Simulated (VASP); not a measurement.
# Cr (Im-3m) in VASP: notebook

The runs below take Cr through single point, with PBEsol.

All numbers are computed with VASP 6.6.1; they aren't measurements. Logs are shortened: lines on timing, memory, paths and dates and some standing lists are left out, and cuts for length are marked.

## 1. The cell of the first run

The structure is cubic, space group Im-3m (No. 229). Conventional cell: a = 2.989 Å, b = 2.989 Å, c = 2.989 Å, α = 90.00°, β = 90.00°, γ = 90.00°. Within 3.4 Å of Cr (site symmetry m-3m) lie 14 Cr at 2.59 to 2.99 Å.

## 2. Single point, PBEsol, collinear spin, antiferromagnetic start

INCAR

```
SYSTEM = Cr
PREC = Accurate ; ENCUT = 520
EDIFF = 1E-6 ; ISMEAR = -1
SIGMA = 0.1 ; LREAL = .FALSE.
LASPH = .TRUE. ; NELM = 150
ALGO = Normal ; ISIF = 2
LWAVE = .FALSE. ; LCHARG = .FALSE.
ISPIN = 2 ; MAGMOM = 3.9 -3.9
LORBIT = 11 ; LMAXMIX = 4
GGA = PS ; NBANDS = 23
```

KPOINTS

```
Automatic mesh
0
G
  10 10 10
  0 0 0
```

POSCAR

```
Cr
1.0
    2.9885611558      0.0000000000      0.0000000000
    0.0000000000      2.9885611558      0.0000000000
    0.0000000000      0.0000000000      2.9885611558
Cr
2
Direct
    0.0000000000      0.0000000000      0.0000000000
    0.5000000000      0.5000000000      0.5000000000
```

Potentials or basis: VASP PAW PBE potentials, release 64 (Cr_pv).

Run with:

```console
$ cat potpaw_PBE.64/Cr_pv/POTCAR > POTCAR
$ mpirun -np 1 vasp_std > vasp.out
```

OUTCAR:

```text
SYSTEM = Cr
   PREC = Accurate
   ENCUT = 520
   EDIFF = 1E-6
   ISMEAR = -1
   LREAL = .FALSE.
   LASPH = .TRUE.
   NELM = 150
   ISIF = 2
   ISPIN = 2
   LORBIT = 11
   GGA = PS

 ion  position               nearest neighbor table
   1  0.000  0.000  0.000-   2 2.59   2 2.59   2 2.59   2 2.59   2 2.59   2 2.59   2 2.59   2 2.59

   2  0.500  0.500  0.500-   1 2.59   1 2.59   1 2.59   1 2.59   1 2.59   1 2.59   1 2.59   1 2.59

  LATTYP: Found a simple cubic cell.
 ALAT       =     2.9885611558

  Lattice vectors:

 A1 = (   2.9885611558,   0.0000000000,   0.0000000000)
 A2 = (   0.0000000000,   2.9885611558,   0.0000000000)
 A3 = (   0.0000000000,   0.0000000000,   2.9885611558)

Analysis of symmetry for initial positions (statically):
=====================================================================
 Subroutine PRICEL returns following result:

  LATTYP: Found a body centered cubic cell.
 ALAT       =     2.9885611558

  Lattice vectors:

 A1 = (   1.4942805779,   1.4942805779,  -1.4942805779)
 A2 = (  -1.4942805779,   1.4942805779,   1.4942805779)
 A3 = (   1.4942805779,  -1.4942805779,   1.4942805779)

   2 primitive cells build up your supercell.

 Routine SETGRP: Setting up the symmetry group for a
 simple cubic supercell.

 Subroutine GETGRP returns: Found 48 space group operations
 (whereof 48 operations were pure point group operations)
 out of a pool of 48 trial point group operations.

The static configuration has the point symmetry O_h .

Analysis of symmetry for dynamics (positions and initial velocities):
=====================================================================
 Subroutine PRICEL returns following result:

  LATTYP: Found a body centered cubic cell.
 ALAT       =     2.9885611558

  Lattice vectors:

 A1 = (   1.4942805779,   1.4942805779,  -1.4942805779)
 A2 = (  -1.4942805779,   1.4942805779,   1.4942805779)
 A3 = (   1.4942805779,  -1.4942805779,   1.4942805779)

   2 primitive cells build up your supercell.

 Routine SETGRP: Setting up the symmetry group for a
 simple cubic supercell.

 Subroutine GETGRP returns: Found 48 space group operations
 (whereof 48 operations were pure point group operations)
 out of a pool of 48 trial point group operations.

The dynamic configuration has the point symmetry O_h .

Analysis of structural, dynamic, and magnetic symmetry:
=====================================================================
 Subroutine PRICEL returns following result:

  LATTYP: Found a body centered cubic cell.
 ALAT       =     2.9885611558

  Lattice vectors:

 A1 = (   1.4942805779,   1.4942805779,  -1.4942805779)
 A2 = (  -1.4942805779,   1.4942805779,   1.4942805779)
 A3 = (   1.4942805779,  -1.4942805779,   1.4942805779)

   2 primitive cells build up your supercell.

 Routine SETGRP: Setting up the symmetry group for a
 simple cubic supercell.

 Subroutine GETGRP returns: Found 48 space group operations
 (whereof 48 operations were pure point group operations)
 out of a pool of 48 trial point group operations.

The overall configuration has the point symmetry O_h .

 Subroutine INISYM returns: Found 48 space group operations
 (whereof 48 operations are pure point group operations),
 and found     2 'primitive' translations

----------------------------------------------------------------------------------------

                                     Primitive cell

  volume of cell :      13.3462

  direct lattice vectors                    reciprocal lattice vectors
     1.494280578  1.494280578 -1.494280578     0.334609181  0.334609181  0.000000000
    -1.494280578  1.494280578  1.494280578    -0.000000000  0.334609181  0.334609181
     1.494280578 -1.494280578  1.494280578     0.334609181  0.000000000  0.334609181

  length of vectors
     2.588169882  2.588169882  2.588169882     0.473208842  0.473208842  0.473208842

  position of ions in fractional coordinates (direct lattice)
     0.000000000  0.000000000  0.000000000

  ion indices of the primitive-cell ions
   primitive index   ion index
                 1           1

----------------------------------------------------------------------------------------

 KPOINTS: Automatic mesh

Automatic generation of k-mesh.
 Grid dimensions read from file:
 generate k-points for:   10   10   10

 Generating k-lattice:

  Cartesian coordinates                     Fractional coordinates (reciprocal lattice)
     0.033460918  0.000000000  0.000000000     0.100000000  0.000000000  0.000000000
     0.000000000  0.033460918  0.000000000     0.000000000  0.100000000  0.000000000
     0.000000000  0.000000000  0.033460918     0.000000000  0.000000000  0.100000000

  Length of vectors
     0.033460918  0.033460918  0.033460918

  Shift w.r.t. Gamma in fractional coordinates (k-lattice)
     0.000000000  0.000000000  0.000000000

 Subroutine IBZKPT returns following result:
 ===========================================

 Found     56 irreducible k-points:

 Following reciprocal coordinates:
            Coordinates               Weight
  0.000000  0.000000  0.000000      1.000000
  0.100000  0.000000  0.000000      6.000000
  0.200000  0.000000  0.000000      6.000000
  0.300000  0.000000  0.000000      6.000000
  0.400000  0.000000  0.000000      6.000000
  0.500000  0.000000  0.000000      3.000000
[... 16 lines left out ...]
  0.200000  0.100000  0.100000     24.000000
  0.300000  0.100000  0.100000     24.000000
 [... further k-points ...]
   k-points           NKPTS =     56   k-points in BZ     NKDIM =     56   number of bands    NBANDS=     23
   number of dos      NEDOS =    301   number of ions     NIONS =      2
   total plane-waves  NPLWV =  13824
   dimension x,y,z NGX =    24 NGY =   24 NGZ =   24
   dimension x,y,z NGXF=    48 NGYF=   48 NGZF=   48
   ions per type =               2
   NGX,Y,Z   is equivalent  to a cutoff of  13.35, 13.35, 13.35 a.u.
   NGXF,Y,Z  is equivalent  to a cutoff of  26.70, 26.70, 26.70 a.u.
 SYSTEM =  Cr
   PREC   = accura    normal or accurate (medium, high low for compatibility)
   ISTART =      0    job   : 0-new  1-cont  2-samecut
   ICHARG =      2    charge: 1-file 2-atom 10-const
   ISPIN  =      2    spin polarized calculation?
   LNONCOLLINEAR =      F non collinear calculations
   LSORBIT =      F    spin-orbit coupling
   LASPH  =      T    aspherical Exc in radial PAW
   ENCUT  =  520.0 eV  38.22 Ry    6.18 a.u.   5.56  5.56  5.56*2*pi/ulx,y,z
   NELM   =    150;   NELMIN=  2; NELMDL= -5     # of ELM steps
   EDIFF  = 0.1E-05   stopping-criterion for ELM
   LREAL  =      F    real-space projection
   EDIFFG = 0.1E-04   stopping-criterion for IOM
   NSW    =      0    number of steps for IOM
   IBRION =     -1    ionic relax: 0-MD 1-quasi-New 2-CG
   NFREE  =      0    steps in history (QN), initial steepest desc. (CG)
   ISIF   =      2    stress and relaxation
   ISYM   =      2    0-nonsym 1-usesym 2-fastsym
   POTIM  = 0.5000    time-step for ionic-motion
   TEBEG  =    0.0;   TEEND  =   0.0 temperature during run
   PSTRESS=    0.0 pullay stress
   NELECT =      24.0000    total number of electrons
   NUPDOWN=      -1.0000    fix difference up-down
   EMIN   =  10.00;   EMAX   =-10.00  energy-range for DOS
   EFERMI =   0.00;   METHOD = LEGACY
   ISMEAR =    -1;   SIGMA  =   0.10  broadening in eV -4-tet -1-fermi 0-gaus
   EFERMI_NEDOS =   21; number of points for ismear=-14 and -15
   IALGO  =     38    algorithm
   IMIX   =      4    mixing-type and parameters
     AMIX     =   0.40;   BMIX     =  1.00
     AMIX_MAG =   1.60;   BMIX_MAG =  1.00
  volume/ion in A,a.u.               =      13.35        90.06
  Fermi-wavevector in a.u.,A,eV,Ry     =   1.580095  2.985946 33.969653  2.496699
  Thomas-Fermi vector in A             =   2.680374
   LORBIT       =     11    0 simple, 1 ext, 2 COOP (PROOUT), +10 PAW based schemes
   GGA     = PS    functional components
   LHFCALC =     F    Hartree Fock is set to
   AEXX    =    0.0000 exact exchange contribution
   IVDW    =     0    specifies the selected vdW correction
   LEPSILON=     F    determine dielectric tensor
   LRPA    =     F    only Hartree local field effects (RPA)
 spin polarized calculation
  energy-cutoff  :      520.00
  volume of cell :       26.69
 maximum number of plane-waves:       739
 NGX is ok and might be reduce to    24
   NGX = 11   NGY = 11   NGZ = 11

 number of electron      24.0000003 magnetization       0.0000000

 number of electron      24.0000003 magnetization      -0.0000000

 Free energy of the ion-electron system (eV)
  ---------------------------------------------------
  ext. energy  EPLUGINS =         0.00000000
  ---------------------------------------------------
  free energy    TOTEN  =       -20.10115912 eV

  energy without entropy =      -20.08178756  energy(sigma->0) =      -20.09147334

 E-fermi :   8.9648     XC(G=0): -12.9599

 val. band max:        8.9394936640   @ k =   0.5000   0.4000   0.1000
 cond. band min:       8.9890578033   @ k =   0.5000   0.1000   0.1000
 fundamental gap:      0.0495641393
 Fermi energy:         8.9647609362

 spin component 1

 k-point     1 :       0.0000    0.0000    0.0000
  band No.  band energies     occupation
      1     -34.6798      1.00000
      2     -34.6798      1.00000
      3     -34.6798      1.00000
      4     -32.8291      1.00000
      5     -32.8291      1.00000
      6     -32.8291      1.00000
[... 613 lines left out ...]
     22      20.4981      0.00000
     23      25.7109      0.00000

 [... further k-points ...]

 spin component 2

 k-point     1 :       0.0000    0.0000    0.0000
  band No.  band energies     occupation
      1     -34.6798      1.00000
      2     -34.6798      1.00000
      3     -34.6798      1.00000
      4     -32.8291      1.00000
      5     -32.8291      1.00000
      6     -32.8291      1.00000
[... 613 lines left out ...]
     22      20.4981      0.00000
     23      25.7109      0.00000

 [... further k-points ...]

------------------------ aborting loop because EDIFF is reached ----------------------------------------

  FORCE on cell =-STRESS in cart. coord.  units (eV):
  Direction    XX          YY          ZZ          XY          YZ          ZX
  --------------------------------------------------------------------------------------
  -------------------------------------------------------------------------------------
  Total       -3.8599466     -3.8599466     -3.8599466      0.0000000      0.0000000      0.0000000
  in kB     -231.6890135   -231.6890135   -231.6890135      0.0000000      0.0000000      0.0000000
  external PRESSURE =    -231.6890135 kB  Pullay stress =       0.0000000 kB

 VOLUME and BASIS-vectors are now :
 -----------------------------------------------------------------------------
  energy-cutoff  :      520.00
  volume of cell :       26.69
      direct lattice vectors                 reciprocal lattice vectors
     2.988561156  0.000000000  0.000000000     0.334609181  0.000000000  0.000000000
     0.000000000  2.988561156  0.000000000     0.000000000  0.334609181  0.000000000
     0.000000000  0.000000000  2.988561156     0.000000000  0.000000000  0.334609181

 POSITION                                       TOTAL-FORCE (eV/Angst)
 -----------------------------------------------------------------------------------
      0.00000      0.00000      0.00000        -0.000000     -0.000000     -0.000000
      1.49428      1.49428      1.49428         0.000000      0.000000      0.000000
 -----------------------------------------------------------------------------------
    total drift:                                0.000000      0.000000     -0.000000

  FREE ENERGIE OF THE ION-ELECTRON SYSTEM (eV)
  ---------------------------------------------------
  free  energy   TOTEN  =       -20.1011591154 eV

  energy  without entropy=      -20.0817875618  energy(sigma->0) =      -20.09147334

 total charge

# of ion       s       p       d       tot
------------------------------------------
    1        0.383   6.321   4.084  10.788
    2        0.383   6.321   4.084  10.788
--------------------------------------------------
tot          0.766  12.642   8.169  21.576

 magnetization (x)

# of ion       s       p       d       tot
------------------------------------------
    1        0.019   0.014   1.780   1.813
    2       -0.019  -0.014  -1.780  -1.813
--------------------------------------------------
tot          0.000   0.000   0.000   0.000
```

It took 56 s on 1 thread of Intel Xeon 8259CL, shared host; peak memory 0.17 GiB.

Results:

```yaml
Free_energy: -20.1012 eV
Pressure: -23.2 GPa
Band_gap_on_the_k_mesh: zero (filled and empty bands overlap)
Net_moment: 0.00 μB per cell
Site_moments: Cr +1.81, -1.81 μB
Valence_electrons_inside_the_program's_atomic_spheres: Cr 10.79
```

Caveat: the cell stands under tension; an empty level that is flat over the whole mesh can mark a ghost state of the potentials, or a narrow d or f band; the PAW data sets were made with another functional, which shifts forces and pressure a little.

## 3. Single point, PBEsol, collinear spin, antiferromagnetic start

This run uses another cell than the first one, of 13.61 Å³/atom.

INCAR

```
SYSTEM = Cr
  PREC = Accurate
  ENCUT = 520
  EDIFF = 1E-6
  ISMEAR = -1
  SIGMA = 0.1
  LREAL = .FALSE.
  LASPH = .TRUE.
  NELM = 150
  ALGO = Normal
  ISIF = 2
  LWAVE = .FALSE.
  LCHARG = .FALSE.
  ISPIN = 2
  MAGMOM = 3.9 -3.9
  LORBIT = 11
  LMAXMIX = 4
  GGA = PS
  NBANDS = 23
```

KPOINTS

```
regular mesh
0
G
  10 10 10
  0 0 0
```

POSCAR

```
Cr
1.0
    3.0079679408      0.0000000000      0.0000000000
    0.0000000000      3.0079679408      0.0000000000
    0.0000000000      0.0000000000      3.0079679408
Cr
2
Direct
    0.0000000000      0.0000000000      0.0000000000
    0.5000000000      0.5000000000      0.5000000000
```

Potentials or basis: VASP PAW PBE potentials, release 64 (Cr_pv).

Run with:

```console
$ cat potpaw_PBE.64/Cr_pv/POTCAR > POTCAR
$ mpirun -np 1 vasp_std > vasp.out
```

It took 58 s on 1 thread of Intel Xeon 8259CL, shared host; peak memory 0.18 GiB.

Results (log left out):

| Item | Value |
| --- | --- |
| Free energy | -20.0238 eV |
| Pressure | -24.1 GPa |
| Band gap on the k mesh | zero (filled and empty bands overlap) |
| Net moment | 0.00 μB per cell |
| Site moments | Cr +1.93, -1.93 μB |
| Valence electrons inside the program's atomic spheres | Cr 10.76 |

Levels at points of the mesh, in eV from the Fermi level:
Spin up:
```tsv
k point	band 8	band 9	band 10	band 11	band 12	band 13	band 14	band 15	band 16	band 17
(0.00, 0.00, 0.00)	-3.48	-3.48	-0.86	-0.86	-0.86	1.18	1.18	2.46	2.46	2.46
(0.50, 0.00, 0.00)	-3.47	-1.99	-1.02	-1.02	-0.58	-0.20	0.66	0.66	1.37	1.69
(0.50, 0.50, 0.00)	-3.65	-2.01	-2.01	0.49	0.72	0.72	0.81	1.39	2.18	2.66
(0.50, 0.50, 0.50)	-2.46	-2.46	-1.31	-1.31	-1.31	0.54	0.54	2.23	2.23	6.00
```
Spin down:
| k point | band 10 | band 11 | band 12 | band 13 | band 14 | band 15 |
| --- | --- | --- | --- | --- | --- | --- |
| (0.00, 0.00, 0.00) | -0.86 | -0.86 | -0.86 | 1.18 | 1.18 | 2.46 |
| (0.50, 0.00, 0.00) | -1.02 | -1.02 | -0.58 | -0.20 | 0.66 | 0.66 |
| (0.50, 0.50, 0.00) | -2.01 | 0.49 | 0.72 | 0.72 | 0.81 | 1.39 |
| (0.50, 0.50, 0.50) | -1.31 | -1.31 | -1.31 | 0.54 | 0.54 | 2.23 |

Caveat: the cell stands under tension; an empty level that is flat over the whole mesh can mark a ghost state of the potentials, or a narrow d or f band; the PAW data sets were made with another functional, which shifts forces and pressure a little.

## 4. Single point, PBEsol, collinear spin, antiferromagnetic start

This run uses another cell than the first one, of 13.87 Å³/atom.

Changes to INCAR since step 3:

```diff
@@ -12,3 +12,3 @@
   LWAVE = .FALSE.
-  LCHARG = .FALSE.
+  LCHARG = .TRUE.
   ISPIN = 2
@@ -18,2 +18,4 @@
   GGA = PS
+  LELF = .TRUE.
+  LVHAR = .TRUE.
   NBANDS = 23
```

KPOINTS

```
Automatic mesh
0
G
  10 10 10
  0 0 0
```

POSCAR

```
Cr
1.0
    3.0271274889      0.0000000000      0.0000000000
    0.0000000000      3.0271274889      0.0000000000
    0.0000000000      0.0000000000      3.0271274889
Cr
2
Direct
    0.0000000000      0.0000000000      0.0000000000
    0.5000000000      0.5000000000      0.5000000000
```

Run with:

```console
$ cat potpaw_PBE.64/Cr_pv/POTCAR > POTCAR
$ mpirun -np 1 vasp_std > vasp.out
```

Run time: 55 s. Hardware: 1 thread of Intel Xeon 8259CL, shared host; peak memory 0.18 GiB.

It converged, with:

- Free energy: -19.9438 eV
- Pressure: -24.9 GPa
- Band gap on the k mesh: zero (filled and empty bands overlap)
- Net moment: 0.00 μB per cell
- Site moments: Cr +2.04, -2.04 μB
- Valence electrons inside the program's atomic spheres: Cr 10.73

Levels at points of the mesh, in eV from the Fermi level:
Spin up:
| k point | band 9 | band 10 | band 11 | band 12 | band 13 | band 14 | band 15 | band 16 |
| --- | --- | --- | --- | --- | --- | --- | --- | --- |
| (0.00, 0.00, 0.00) | -3.42 | -0.89 | -0.89 | -0.89 | 1.16 | 1.16 | 2.44 | 2.44 |
| (0.50, 0.00, 0.00) | -2.00 | -1.06 | -1.06 | -0.51 | -0.28 | 0.70 | 0.70 | 1.26 |
| (0.50, 0.50, 0.00) | -1.99 | -1.99 | 0.40 | 0.66 | 0.66 | 0.76 | 1.38 | 2.19 |
| (0.50, 0.50, 0.50) | -2.47 | -1.26 | -1.26 | -1.26 | 0.45 | 0.45 | 2.24 | 2.24 |
Spin down:
```tsv
k point	band 10	band 11	band 12	band 13	band 14	band 15
(0.00, 0.00, 0.00)	-0.89	-0.89	-0.89	1.16	1.16	2.44
(0.50, 0.00, 0.00)	-1.06	-1.06	-0.51	-0.28	0.70	0.70
(0.50, 0.50, 0.00)	-1.99	0.40	0.66	0.66	0.76	1.38
(0.50, 0.50, 0.50)	-1.26	-1.26	-1.26	0.45	0.45	2.24
```

Caveat: the cell stands under tension; an empty level that is flat over the whole mesh can mark a ghost state of the potentials, or a narrow d or f band; the PAW data sets were made with another functional, which shifts forces and pressure a little.

## 5. The runs side by side

```csv
cell,gap on the mesh (eV),pressure (GPa),moment (μB)
"a = 2.989 Å, 2 atoms",none,-23.2,0.00
"a = 3.008 Å, 2 atoms",none,-24.1,0.00
"a = 3.027 Å, 2 atoms",none,-24.9,0.00
```

Alike in all rows: task single point; level PBEsol; potentials or basis VASP PAW PBE potentials, release 64 (Cr_pv); spin collinear, antiferromagnetic start; k mesh 10 × 10 × 10; cutoff (eV) 520; smearing fermi-dirac 0.1 eV.

Caveats: the cell stands under tension; an empty level that is flat over the whole mesh can mark a ghost state of the potentials, or a narrow d or f band; the PAW data sets were made with another functional, which shifts forces and pressure a little.

Total energies depend on the potentials used, so only differences within one code and one set of settings carry meaning.
